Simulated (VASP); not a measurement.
# Ta4C3 (P4/mmm) in VASP: notebook

Ta4C3 is run at these levels: PBEsol; tasks: single point.

All numbers are computed with VASP 6.6.1; they aren't measurements. Logs are shortened: lines on timing, memory, paths and dates and some standing lists are left out, and cuts for length are marked.

### 1 The cell of the first run

The structure is tetragonal, space group P4/mmm (No. 123). The conventional cell has a = 4.226 Å, b = 4.226 Å, c = 4.403 Å, α = 90.00°, β = 90.00°, γ = 90.00°. Ta (site symmetry mmm) has 4 C at 2.11 to 2.20 Å within 2.8 Å. Within 2.8 Å of Ta (site symmetry 4/mmm) lie 4 C at 2.11 Å. Ta (site symmetry 4/mmm) has 6 C at 2.11 to 2.20 Å within 2.8 Å. C (site symmetry mmm) has 6 Ta at 2.11 to 2.20 Å within 2.8 Å. Within 2.8 Å of C (site symmetry 4/mmm) lie 6 Ta at 2.11 to 2.20 Å.

### 2 Single point, PBEsol (strain -0.040 along x and y, +0.000 along z)

INCAR

```
SYSTEM = Ta4C3
  PREC = Accurate
  ENCUT = 520
  EDIFF = 1E-7
  ISMEAR = 0
  SIGMA = 0.15
  LREAL = .False.
  LASPH = .True.
  NELM = 80
  ALGO = Normal
  ISIF = 2
  LWAVE = .False.
  LCHARG = .True.
  GGA = PS
  LELF = .True.
  LVHAR = .True.
  NBANDS = 37
```

KPOINTS

```
Automatic mesh
0
Gamma
  10 10 10
  0 0 0
```

POSCAR

```
Ta4C3
1.0
    4.2264981175      0.0000000000      0.0000000000
    0.0000000000      4.2264981175      0.0000000000
    0.0000000000      0.0000000000      4.4026022057
Ta C
4 3
Direct
    0.0000000000      0.5000000000      0.5000000000
    0.5000000000      0.0000000000      0.5000000000
    0.5000000000      0.5000000000      0.0000000000
    0.0000000000      0.0000000000      0.0000000000
    0.5000000000      0.0000000000      0.0000000000
    0.0000000000      0.5000000000      0.0000000000
    0.0000000000      0.0000000000      0.5000000000
```

Potentials or basis: VASP PAW PBE potentials, release 64 (Ta_pv, C).

Launch:

```sh
$ cat potpaw_PBE.64/Ta_pv/POTCAR potpaw_PBE.64/C/POTCAR > POTCAR
$ mpirun -np 1 vasp_std > vasp.out
```

OUTCAR:

```text
SYSTEM = Ta4C3
   PREC = Accurate
   ENCUT = 520
   EDIFF = 1E-7
   ISMEAR = 0
   LREAL = .False.
   LASPH = .True.
   NELM = 80
   ISIF = 2
   GGA = PS

 ion  position               nearest neighbor table
   1  0.000  0.500  0.500-   7 2.11   7 2.11   6 2.20   6 2.20   2 2.99   2 2.99   2 2.99   2 2.99
                             4 3.05   4 3.05   3 3.05   4 3.05   4 3.05   3 3.05   3 3.05   3 3.05
   2  0.500  0.000  0.500-   7 2.11   7 2.11   5 2.20   5 2.20   1 2.99   1 2.99   1 2.99   1 2.99
                             4 3.05   3 3.05   3 3.05   3 3.05   4 3.05   4 3.05   4 3.05   3 3.05
   3  0.500  0.500  0.000-   5 2.11   6 2.11   5 2.11   6 2.11   4 2.99   4 2.99   4 2.99   4 2.99
                             2 3.05   1 3.05   2 3.05   1 3.05   1 3.05   2 3.05   1 3.05   2 3.05
   4  0.000  0.000  0.000-   5 2.11   6 2.11   6 2.11   5 2.11   7 2.20   7 2.20   3 2.99   3 2.99
                             3 2.99   3 2.99   2 3.05   1 3.05   1 3.05   2 3.05   2 3.05   1 3.05
   5  0.500  0.000  0.000-   3 2.11   4 2.11   3 2.11   4 2.11   2 2.20   2 2.20
   6  0.000  0.500  0.000-   3 2.11   4 2.11   4 2.11   3 2.11   1 2.20   1 2.20
   7  0.000  0.000  0.500-   1 2.11   2 2.11   1 2.11   2 2.11   4 2.20   4 2.20

  LATTYP: Found a simple tetragonal cell.
 ALAT       =     4.2264981175
 C/A-ratio  =     1.0416666667

  Lattice vectors:

 A1 = (   4.2264981175,   0.0000000000,   0.0000000000)
 A2 = (   0.0000000000,   4.2264981175,   0.0000000000)
 A3 = (   0.0000000000,   0.0000000000,   4.4026022057)

Analysis of symmetry for initial positions (statically):
=====================================================================
 Subroutine PRICEL returns:
 Original cell was already a primitive cell.

 Routine SETGRP: Setting up the symmetry group for a
 simple tetragonal supercell.

 Subroutine GETGRP returns: Found 16 space group operations
 (whereof 16 operations were pure point group operations)
 out of a pool of 16 trial point group operations.

The static configuration has the point symmetry D_4h.

Analysis of symmetry for dynamics (positions and initial velocities):
=====================================================================
 Subroutine PRICEL returns:
 Original cell was already a primitive cell.

 Routine SETGRP: Setting up the symmetry group for a
 simple tetragonal supercell.

 Subroutine GETGRP returns: Found 16 space group operations
 (whereof 16 operations were pure point group operations)
 out of a pool of 16 trial point group operations.

The dynamic configuration has the point symmetry D_4h.

 Subroutine INISYM returns: Found 16 space group operations
 (whereof 16 operations are pure point group operations),
 and found     1 'primitive' translations

----------------------------------------------------------------------------------------

                                     Primitive cell

  volume of cell :      78.6449

  direct lattice vectors                    reciprocal lattice vectors
     4.226498118  0.000000000  0.000000000     0.236602495  0.000000000  0.000000000
     0.000000000  4.226498118  0.000000000     0.000000000  0.236602495  0.000000000
     0.000000000  0.000000000  4.402602206     0.000000000  0.000000000  0.227138395

  length of vectors
     4.226498118  4.226498118  4.402602206     0.236602495  0.236602495  0.227138395

  position of ions in fractional coordinates (direct lattice)
     0.000000000  0.500000000  0.500000000
     0.500000000  0.000000000  0.500000000
     0.500000000  0.500000000  0.000000000
     0.000000000  0.000000000  0.000000000
     0.500000000  0.000000000  0.000000000
     0.000000000  0.500000000  0.000000000
     0.000000000  0.000000000  0.500000000

  ion indices of the primitive-cell ions
   primitive index   ion index
                 1           1
                 2           2
                 3           3
                 4           4
                 5           5
                 6           6
                 7           7

----------------------------------------------------------------------------------------

 KPOINTS: Automatic mesh

Automatic generation of k-mesh.
 Grid dimensions read from file:
 generate k-points for:   10   10   10

 Generating k-lattice:

  Cartesian coordinates                     Fractional coordinates (reciprocal lattice)
     0.023660250  0.000000000  0.000000000     0.100000000  0.000000000  0.000000000
     0.000000000  0.023660250  0.000000000     0.000000000  0.100000000  0.000000000
     0.000000000  0.000000000  0.022713840     0.000000000  0.000000000  0.100000000

  Length of vectors
     0.023660250  0.023660250  0.022713840

  Shift w.r.t. Gamma in fractional coordinates (k-lattice)
     0.000000000  0.000000000  0.000000000

 Subroutine IBZKPT returns following result:
 ===========================================

 Found    126 irreducible k-points:

 Following reciprocal coordinates:
            Coordinates               Weight
  0.000000  0.000000  0.000000      1.000000
  0.100000  0.000000  0.000000      4.000000
  0.200000  0.000000  0.000000      4.000000
  0.300000  0.000000  0.000000      4.000000
  0.400000  0.000000  0.000000      4.000000
  0.500000  0.000000  0.000000      2.000000
[... 16 lines left out ...]
  0.100000  0.000000  0.100000      8.000000
  0.200000  0.000000  0.100000      8.000000
 [... further k-points ...]
   k-points           NKPTS =    126   k-points in BZ     NKDIM =    126   number of bands    NBANDS=     37
   number of dos      NEDOS =    301   number of ions     NIONS =      7
   total plane-waves  NPLWV =  36864
   dimension x,y,z NGX =    32 NGY =   32 NGZ =   36
   dimension x,y,z NGXF=    64 NGYF=   64 NGZF=   72
   ions per type =               4   3
   NGX,Y,Z   is equivalent  to a cutoff of  12.59, 12.59, 13.59 a.u.
   NGXF,Y,Z  is equivalent  to a cutoff of  25.17, 25.17, 27.19 a.u.
 SYSTEM =  Ta4C3
   PREC   = accura    normal or accurate (medium, high low for compatibility)
   ISTART =      0    job   : 0-new  1-cont  2-samecut
   ICHARG =      2    charge: 1-file 2-atom 10-const
   ISPIN  =      1    spin polarized calculation?
   LNONCOLLINEAR =      F non collinear calculations
   LSORBIT =      F    spin-orbit coupling
   LASPH  =      T    aspherical Exc in radial PAW
   ENCUT  =  520.0 eV  38.22 Ry    6.18 a.u.   7.86  7.86  8.19*2*pi/ulx,y,z
   NELM   =     80;   NELMIN=  2; NELMDL= -5     # of ELM steps
   EDIFF  = 0.1E-06   stopping-criterion for ELM
   LREAL  =      F    real-space projection
   EDIFFG = 0.1E-05   stopping-criterion for IOM
   NSW    =      0    number of steps for IOM
   IBRION =     -1    ionic relax: 0-MD 1-quasi-New 2-CG
   NFREE  =      0    steps in history (QN), initial steepest desc. (CG)
   ISIF   =      2    stress and relaxation
   ISYM   =      2    0-nonsym 1-usesym 2-fastsym
   POTIM  = 0.5000    time-step for ionic-motion
   TEBEG  =    0.0;   TEEND  =   0.0 temperature during run
   PSTRESS=    0.0 pullay stress
   NELECT =      56.0000    total number of electrons
   NUPDOWN=      -1.0000    fix difference up-down
   EMIN   =  10.00;   EMAX   =-10.00  energy-range for DOS
   EFERMI =   0.00;   METHOD = LEGACY
   ISMEAR =     0;   SIGMA  =   0.15  broadening in eV -4-tet -1-fermi 0-gaus
   EFERMI_NEDOS =   21; number of points for ismear=-14 and -15
   IALGO  =     38    algorithm
   IMIX   =      4    mixing-type and parameters
     AMIX     =   0.40;   BMIX     =  1.00
     AMIX_MAG =   1.60;   BMIX_MAG =  1.00
  volume/ion in A,a.u.               =      11.23        75.82
  Fermi-wavevector in a.u.,A,eV,Ry     =   1.461887  2.762566 29.077209  2.137115
  Thomas-Fermi vector in A             =   2.578166
   LORBIT       =      0    0 simple, 1 ext, 2 COOP (PROOUT), +10 PAW based schemes
   GGA     = PS    functional components
   LHFCALC =     F    Hartree Fock is set to
   AEXX    =    0.0000 exact exchange contribution
   IVDW    =     0    specifies the selected vdW correction
   LEPSILON=     F    determine dielectric tensor
   LRPA    =     F    only Hartree local field effects (RPA)
 non-spin polarized calculation
 Gauss-broadening in eV      SIGMA  =   0.15
  energy-cutoff  :      520.00
  volume of cell :       78.64
 maximum number of plane-waves:      2136
 NGX is ok and might be reduce to    32
   NGX = 15   NGY = 15   NGZ = 17

 number of electron      55.9999996 magnetization

 Free energy of the ion-electron system (eV)
  ---------------------------------------------------
  ext. energy  EPLUGINS =         0.00000000
  ---------------------------------------------------
  free energy    TOTEN  =       -81.98106300 eV

  energy without entropy =      -81.94106627  energy(sigma->0) =      -81.96106464

 E-fermi :   7.9798     XC(G=0): -13.5358

 val. band max:        7.9794055640   @ k =   0.2000   0.2000   0.4000
 cond. band min:       7.9811615292   @ k =   0.4000   0.0000   0.3000
 fundamental gap:      0.0017559651
 Fermi energy:         7.9797581651

 k-point     1 :       0.0000    0.0000    0.0000
  band No.  band energies     occupation
      1     -27.1743      2.00000
      2     -27.1743      2.00000
      3     -27.1693      2.00000
      4     -26.4500      2.00000
      5     -26.4500      2.00000
      6     -26.4312      2.00000
[... 29 lines left out ...]
     36      12.2205      0.00000
     37      13.1017      0.00000

 k-point     2 :       0.1000    0.0000    0.0000
  band No.  band energies     occupation
      1     -27.1640      2.00000
      2     -27.1607      2.00000
      3     -27.1599      2.00000
      4     -26.4510      2.00000
      5     -26.4437      2.00000
      6     -26.4333      2.00000
[... 29 lines left out ...]
     36      12.5406      0.00000
     37      13.1138      0.00000

 k-point     3 :       0.2000    0.0000    0.0000
  band No.  band energies     occupation
      1     -27.1354      2.00000
      2     -27.1341      2.00000
      3     -27.1227      2.00000
      4     -26.4546      2.00000
      5     -26.4460      2.00000
      6     -26.4301      2.00000
[... 29 lines left out ...]
     36      12.8000      0.00000
     37      13.0591      0.00000
[... 761 lines left out ...]
 k-point    23 :       0.1000    0.0000    0.1000
  band No.  band energies     occupation
      1     -27.1629      2.00000
      2     -27.1563      2.00000
      3     -27.1385      2.00000
      4     -26.4753      2.00000
      5     -26.4499      2.00000
      6     -26.4201      2.00000
[... 29 lines left out ...]
     36      12.4317      0.00000
     37      12.9472      0.00000

 k-point    24 :       0.2000    0.0000    0.1000
  band No.  band energies     occupation
      1     -27.1436      2.00000
      2     -27.1281      2.00000
      3     -27.1019      2.00000
      4     -26.5029      2.00000
      5     -26.4337      2.00000
      6     -26.4040      2.00000
[... 29 lines left out ...]
     36      12.8403      0.00000
     37      12.9826      0.00000

 [... further k-points ...]
[... 5 lines left out ...]
  --------------------------------------------------------------------------------------
  -------------------------------------------------------------------------------------
  Total       20.0672890     20.0672890      7.4173541      0.0000000      0.0000000     -0.0000000
  in kB      408.8165612    408.8165612    151.1084629      0.0000000      0.0000000     -0.0000000
  external PRESSURE =     322.9138618 kB  Pullay stress =       0.0000000 kB

 VOLUME and BASIS-vectors are now :
 -----------------------------------------------------------------------------
  energy-cutoff  :      520.00
  volume of cell :       78.64
      direct lattice vectors                 reciprocal lattice vectors
     4.226498118  0.000000000  0.000000000     0.236602495  0.000000000  0.000000000
     0.000000000  4.226498118  0.000000000     0.000000000  0.236602495  0.000000000
     0.000000000  0.000000000  4.402602206     0.000000000  0.000000000  0.227138395

 POSITION                                       TOTAL-FORCE (eV/Angst)
 -----------------------------------------------------------------------------------
      0.00000      2.11325      2.20130         0.000000      0.000000      0.000000
      2.11325      0.00000      2.20130         0.000000      0.000000      0.000000
      2.11325      2.11325      0.00000         0.000000      0.000000      0.000000
      0.00000      0.00000      0.00000         0.000000      0.000000      0.000000
      2.11325      0.00000      0.00000         0.000000      0.000000      0.000000
      0.00000      2.11325      0.00000         0.000000      0.000000      0.000000
      0.00000      0.00000      2.20130         0.000000      0.000000      0.000000
 -----------------------------------------------------------------------------------
    total drift:                                0.000000     -0.000000     -0.000000

  FREE ENERGIE OF THE ION-ELECTRON SYSTEM (eV)
  ---------------------------------------------------
  free  energy   TOTEN  =       -81.9810630004 eV

  energy  without entropy=      -81.9410662741  energy(sigma->0) =      -81.96106464
```

It took 2.3 min on 1 thread of Intel Xeon 6975P-C (Granite Rapids), shared host; peak memory 0.38 GiB.

Results:

| Item | Value |
| --- | --- |
| Free energy | -81.9811 eV |
| Pressure | 32.3 GPa |
| Band gap on the k mesh | zero (bands 28 and 29 overlap by 1.17 eV) |

Stress tensor (GPa, compression positive):
```
40.88  0.00  0.00
 0.00 40.88  0.00
 0.00  0.00 15.11
```

Caveat: the cell differs from its parent crystal (strain -0.040 along x and y, +0.000 along z); the cell stands under pressure; the PAW data sets were made with another functional, which shifts forces and pressure a little; spin-orbit coupling is left out, which moves the levels of the heavy elements.

(Part 1 of 2 ends here.)
